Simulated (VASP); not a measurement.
# CdTe (F-43m) in VASP: further runs

CdTe is run at these levels: PBEsol; tasks: vibrations by perturbation theory.

All numbers are computed with VASP 6.6.1; they aren't measurements. Logs are shortened: lines on timing, memory, paths and dates and some standing lists are left out, and cuts for length are marked.

### 1 The cell of the first run

It takes space group F-43m (No. 216, cubic). The conventional cell has a = 6.424 Å, b = 6.424 Å, c = 6.424 Å, α = 90.00°, β = 90.00°, γ = 90.00°. Cd (site symmetry -43m) has 4 Te at 2.78 Å within 3.7 Å. Te (site symmetry -43m) has 4 Cd at 2.78 Å within 3.7 Å.

### 2 Vibrations by perturbation theory, PBEsol (volume scaled by 0.970)

INCAR

```
SYSTEM = CdTe
  ALGO = Normal
  EDIFF = 1E-8
  ENCUT = 520
  GGA = PS
  IBRION = 8
  ISIF = 2
  ISMEAR = 0
  LASPH = .TRUE.
  LCHARG = .FALSE.
  LREAL = .FALSE.
  LWAVE = .FALSE.
  NBANDS = 16
  NELM = 80
  NSW = 1
  PREC = Accurate
  SIGMA = 0.01
```

KPOINTS

```
k-points
0
G
  6 6 6
  0 0 0
```

POSCAR

```
CdTe
1.0
    0.0000000000      3.2119276112      3.2119276112
    3.2119276112      0.0000000000      3.2119276112
    3.2119276112      3.2119276112      0.0000000000
Cd Te
1 1
Direct
    0.0000000000      0.0000000000      0.0000000000
    0.7500000000      0.7500000000      0.7500000000
```

Potentials or basis: VASP PAW PBE potentials, release 64 (Cd, Te).

Command:

```bash
cat potpaw_PBE.64/Cd/POTCAR potpaw_PBE.64/Te/POTCAR > POTCAR
mpirun -np 1 vasp_std > vasp.out
```

OUTCAR:

```text
SYSTEM = CdTe
   EDIFF = 1E-8
   ENCUT = 520
   GGA = PS
   IBRION = 8
   ISIF = 2
   ISMEAR = 0
   LASPH = .TRUE.
   LREAL = .FALSE.
   NELM = 80
   NSW = 1
   PREC = Accurate

 ion  position               nearest neighbor table
   1  0.000  0.000  0.000-   2 2.78   2 2.78   2 2.78   2 2.78
   2  0.750  0.750  0.750-   1 2.78   1 2.78   1 2.78   1 2.78

  LATTYP: Found a face centered cubic cell.
 ALAT       =     6.4238552224

  Lattice vectors:

 A1 = (   0.0000000000,   3.2119276112,   3.2119276112)
 A2 = (   3.2119276112,   0.0000000000,   3.2119276112)
 A3 = (   3.2119276112,   3.2119276112,   0.0000000000)

Analysis of symmetry for initial positions (statically):
=====================================================================
 Subroutine PRICEL returns:
 Original cell was already a primitive cell.

 Routine SETGRP: Setting up the symmetry group for a
 face centered cubic supercell.

 Subroutine GETGRP returns: Found 24 space group operations
 (whereof 24 operations were pure point group operations)
 out of a pool of 48 trial point group operations.

The static configuration has the point symmetry T_d .

Analysis of symmetry for dynamics (positions and initial velocities):
=====================================================================
 Subroutine PRICEL returns:
 Original cell was already a primitive cell.

 Routine SETGRP: Setting up the symmetry group for a
 face centered cubic supercell.

 Subroutine GETGRP returns: Found 24 space group operations
 (whereof 24 operations were pure point group operations)
 out of a pool of 48 trial point group operations.

The dynamic configuration has the point symmetry T_d .

 Subroutine INISYM returns: Found 24 space group operations
 (whereof 24 operations are pure point group operations),
 and found     1 'primitive' translations

----------------------------------------------------------------------------------------

[... 454 lines left out ...]

 VOLUME and BASIS-vectors are now :
 -----------------------------------------------------------------------------
  energy-cutoff  :      520.00
  volume of cell :       66.27
      direct lattice vectors                 reciprocal lattice vectors
     0.000000000  3.211927611  3.211927611    -0.155669760  0.155669760  0.155669760
     3.211927611  0.000000000  3.211927611     0.155669760 -0.155669760  0.155669760
     3.211927611  3.211927611  0.000000000     0.155669760  0.155669760 -0.155669760

 POSITION                                       TOTAL-FORCE (eV/Angst)
 -----------------------------------------------------------------------------------
      0.00000      0.00000      0.00000        -0.000000      0.000000      0.000000
      4.81789      4.81789      4.81789         0.000000     -0.000000     -0.000000
 -----------------------------------------------------------------------------------
    total drift:                                0.000000      0.000000      0.000000

  FREE ENERGIE OF THE ION-ELECTRON SYSTEM (eV)
  ---------------------------------------------------
  free  energy   TOTEN  =        -5.4726902372 eV

  energy  without entropy=       -5.4726902372  energy(sigma->0) =       -5.47269024

[... ionic steps 2 to 3 ...]

--------------------------------------- Ionic step        4  -------------------------------------------

------------------------ aborting loop because EDIFF is reached ----------------------------------------

[... ionic steps 5 to 6 ...]

--------------------------------------- Ionic step        7  -------------------------------------------

 Free energy of the ion-electron system (eV)
  ---------------------------------------------------
  ---------------------------------------------------
  free energy    TOTEN  =        -0.04877677 eV

  energy without entropy =       -0.04877677

------------------------ aborting loop because EDIFF is reached ----------------------------------------

 INTERNAL STRAIN TENSOR  FOR ION    2  DIRECTION 1   (eV/Angst):
 -----------------------------------------------------------------------------
    -0.01822  0.00000  0.00000
     0.00000  0.01237  6.66622
     0.00000  6.66622  0.01237

 INTERNAL STRAIN TENSOR FOR ION    2 for displacements in x,y,z  (eV/Angst):
          X           Y           Z          XY          YZ          ZX
  --------------------------------------------------------------------------------
  x    -0.00000     0.00000     0.00000     0.00000     6.66622     0.00000
  y     0.00000    -0.00000     0.00000     0.00000     0.00000     6.66622
  z     0.00000     0.00000    -0.00000     6.66622     0.00000     0.00000

 SECOND DERIVATIVES (NOT SYMMETRIZED)
 ------------------------------------
               1X          1Y          1Z          2X          2Y          2Z
  1X    -4.939300    0.000000    0.000000    4.939300    0.000000    0.000000
  1Y     0.000000   -4.939300    0.000000    0.000000    4.939300    0.000000
  1Z     0.000000    0.000000   -4.939300    0.000000    0.000000    4.939300
  2X     4.968078    0.000000    0.000000   -4.968078    0.000000    0.000000
  2Y     0.000000    4.968078    0.000000    0.000000   -4.968078    0.000000
  2Z     0.000000    0.000000    4.968078    0.000000    0.000000   -4.968078

 Eigenvectors and eigenvalues of the dynamical matrix
 ----------------------------------------------------

   1 f  =    4.500507 THz    28.277520 2PiTHz  150.120757 cm-1    18.612593 meV
             X         Y         Z           dx          dy          dz
      0.000000  0.000000  0.000000    -0.728145    0.000000    0.000000
      4.817891  4.817891  4.817891     0.685423    0.000000    0.000000
[... 21 lines left out ...]
   6 f/i=    0.006524 THz     0.040994 2PiTHz    0.217628 cm-1     0.026982 meV
             X         Y         Z           dx          dy          dz
      0.000000  0.000000  0.000000     0.000000   -0.435296   -0.529455
      4.817891  4.817891  4.817891     0.000000   -0.462427   -0.562456

--------------------------------------------------------------------------------------------------------

 ELASTIC MODULI CONTR FROM IONIC RELAXATION (kBar)
 Direction    XX          YY          ZZ          XY          YZ          ZX
 --------------------------------------------------------------------------------
 XX          -0.0000      0.0000      0.0000     -0.0000      0.0000     -0.0000
 YY           0.0000     -0.0000      0.0000     -0.0000     -0.0000      0.0000
 ZZ           0.0000      0.0000     -0.0000      0.0000     -0.0000     -0.0000
 XY          -0.0000     -0.0000      0.0000   -224.9170     -0.0000     -0.0000
 YZ           0.0000     -0.0000     -0.0000     -0.0000   -224.9170     -0.0000
 ZX          -0.0000      0.0000     -0.0000      0.0000     -0.0000   -224.9170
 --------------------------------------------------------------------------------
```

Run time: 2 min. Hardware: 1 thread of Intel Xeon Platinum 8488C (Sapphire Rapids), shared host; peak memory 0.31 GiB.

What came out:

```yaml
Highest_phonon_frequency_at_Γ_LO-TO_splitting_left_out: 150 cm⁻¹
```

Phonon frequencies in cm⁻¹ (negative: imaginary):
```csv
q point,frequencies
"(0.000, 0.000, 0.000)",0 0 0 150 150 150
```

Caveat: the cell wasn't relaxed at this level first, which shifts response properties; spin-orbit coupling is left out, which moves the levels of the heavy elements.

### 3 Vibrations by perturbation theory, PBEsol (volume scaled by 0.970)

INCAR

```
ALGO = Normal
EDIFF = 1E-8
ENCUT = 520
GGA = PS
IBRION = 8
ISIF = 2
ISMEAR = 0
LASPH = T
LCHARG = F
LREAL = F
LWAVE = F
NBANDS = 16
NELM = 60
NSW = 1
PREC = Accurate
SIGMA = 0.01
```

KPOINTS

```
k-points
0
Gamma
  6 6 6
```

POSCAR is that of step 2.

Potentials or basis: VASP PAW PBE potentials, release 64 (Cd, Te).

Command:

```bash
cat potpaw_PBE.64/Cd/POTCAR potpaw_PBE.64/Te/POTCAR > POTCAR
mpirun -np 1 vasp_std > vasp.out
```

OUTCAR:

```text
EDIFF = 1E-8
   ENCUT = 520
   GGA = PS
   IBRION = 8
   ISIF = 2
   ISMEAR = 0
   LASPH = T
   LREAL = F
   NELM = 60
   NSW = 1
   PREC = Accurate

 ion  position               nearest neighbor table
   1  0.000  0.000  0.000-   2 2.78   2 2.78   2 2.78   2 2.78
   2  0.750  0.750  0.750-   1 2.78   1 2.78   1 2.78   1 2.78

  LATTYP: Found a face centered cubic cell.
 ALAT       =     6.4238552224

  Lattice vectors:

 A1 = (   0.0000000000,   3.2119276112,   3.2119276112)
 A2 = (   3.2119276112,   0.0000000000,   3.2119276112)
[... 547 lines left out ...]
               1X          1Y          1Z          2X          2Y          2Z
  1X    -4.939300    0.000000    0.000000    4.939300    0.000000    0.000000
  1Y     0.000000   -4.939300    0.000000    0.000000    4.939300    0.000000
  1Z     0.000000    0.000000   -4.939300    0.000000    0.000000    4.939300
  2X     4.968078    0.000000    0.000000   -4.968078    0.000000    0.000000
  2Y     0.000000    4.968078    0.000000    0.000000   -4.968078    0.000000
  2Z     0.000000    0.000000    4.968078    0.000000    0.000000   -4.968078

 Eigenvectors and eigenvalues of the dynamical matrix
 ----------------------------------------------------

   1 f  =    4.500507 THz    28.277520 2PiTHz  150.120757 cm-1    18.612593 meV
             X         Y         Z           dx          dy          dz
      0.000000  0.000000  0.000000    -0.728145    0.000000    0.000000
      4.817891  4.817891  4.817891     0.685423    0.000000    0.000000
[... 21 lines left out ...]
   6 f/i=    0.006524 THz     0.040994 2PiTHz    0.217628 cm-1     0.026982 meV
             X         Y         Z           dx          dy          dz
      0.000000  0.000000  0.000000     0.000000   -0.435296   -0.529455
      4.817891  4.817891  4.817891     0.000000   -0.462427   -0.562456

--------------------------------------------------------------------------------------------------------

 ELASTIC MODULI CONTR FROM IONIC RELAXATION (kBar)
 Direction    XX          YY          ZZ          XY          YZ          ZX
 --------------------------------------------------------------------------------
 XX          -0.0000      0.0000      0.0000     -0.0000      0.0000     -0.0000
 YY           0.0000     -0.0000      0.0000     -0.0000     -0.0000      0.0000
 ZZ           0.0000      0.0000     -0.0000      0.0000     -0.0000     -0.0000
 XY          -0.0000     -0.0000      0.0000   -224.9170     -0.0000     -0.0000
 YZ           0.0000     -0.0000     -0.0000     -0.0000   -224.9170     -0.0000
 ZX          -0.0000      0.0000     -0.0000      0.0000     -0.0000   -224.9170
 --------------------------------------------------------------------------------
```

OSZICAR:

```text
N       E                     dE             d eps       ncg     rms          rms(c)
DAV:   1     0.103903510459E+03    0.10390E+03   -0.83540E+03   512   0.971E+02
DAV:   2    -0.200694392417E+01   -0.10591E+03   -0.10064E+03   616   0.239E+02
[... 44 lines left out ...]
RMM:   7    -0.487760572798E-01    0.13339E-05    0.20691E-07  2459   0.585E-04    0.264E-04
RMM:   8    -0.487767728466E-01   -0.71557E-06    0.22856E-08  2520   0.188E-04    0.619E-05
RMM:   9    -0.487767259249E-01    0.46922E-07   -0.16506E-08  2485   0.651E-05    0.127E-05
RMM:  10    -0.487767505795E-01   -0.24655E-07   -0.11225E-08  2492   0.173E-05    0.738E-06
RMM:  11    -0.487767664510E-01   -0.15872E-07   -0.45722E-09  2325   0.476E-06    0.103E-06
RMM:  12    -0.487767702703E-01   -0.38193E-08   -0.86373E-09  1747   0.149E-06    0.727E-07
 Linear response finished
```

Run time: 2 min. Hardware: 1 thread of Intel Xeon Platinum 8488C (Sapphire Rapids), shared host; peak memory 0.31 GiB.

Results:

| Property | Result |
| --- | --- |
| Highest phonon frequency at Γ, LO-TO splitting left out | 150 cm⁻¹ |

Phonon frequencies in cm⁻¹ (negative: imaginary):
```
              q point        frequencies
(0.000, 0.000, 0.000)  0 0 0 150 150 150
```

Caveat: the cell wasn't relaxed at this level first, which shifts response properties; spin-orbit coupling is left out, which moves the levels of the heavy elements.
